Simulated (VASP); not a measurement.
Wanted: the native input for a VASP 6.6.1 run.

| Property | Result |
| --- | --- |
| Task | single point |
| Functional | BLYP |
| Potentials or basis | VASP PAW PBE potentials, release 64 (Au) |
| Cutoff | 520 eV |
| k mesh | 9 × 9 × 12 |
| Occupations | fermi-dirac, width 0.1 eV |
| Spin | no spin polarisation |
| Dipole correction | no |
| Further INCAR settings | ALGO = Normal; EDIFF = 1e-06; NBANDS = 24 |

The structure of Au lies in POSCAR:

```
Au
1.0
    5.0600333863      0.0000000000      0.0000000000
   -2.5300166932      4.3821174565      0.0000000000
    0.0000000000      0.0000000000      3.0115836046
Au
3
Direct
    0.0000000000      1.0000000000      0.0000000000
    0.3333333333      0.6666666667      0.5000000000
    0.6666666667      0.3333333333      0.5000000000
```

This cell differs from its parent crystal: volume scaled by 1.12.

The input as run:

INCAR

```
SYSTEM = Au
  AGGAC = 1.0
  AGGAX = 1.0
  ALDAC = 0.0
  ALDAX = 1.0
  ALGO = Normal
  EDIFF = 1E-6
  ENCUT = 520
  GGA = B5
  ISIF = 2
  ISMEAR = -1
  LASPH = .True.
  LCHARG = .False.
  LREAL = .False.
  LWAVE = .False.
  NBANDS = 24
  NELM = 80
  PREC = Accurate
  SIGMA = 0.1
```

KPOINTS

```
k-points
0
Gamma
  9 9 12
  0 0 0
```

Potentials or basis: VASP PAW PBE potentials, release 64 (Au).

The run is started by

```console
$ cat potpaw_PBE.64/Au/POTCAR > POTCAR
$ mpirun -np 1 vasp_std > vasp.out
```

Results of the run:

* Pressure: -7.7 GPa

Caveat: the PAW data sets were made with another functional, which shifts forces and pressure a little.

It took 68 s on 1 thread of AMD EPYC 9R45 96-Core Processor (Zen 5), with other jobs on the host, peak memory 0.22 GiB.
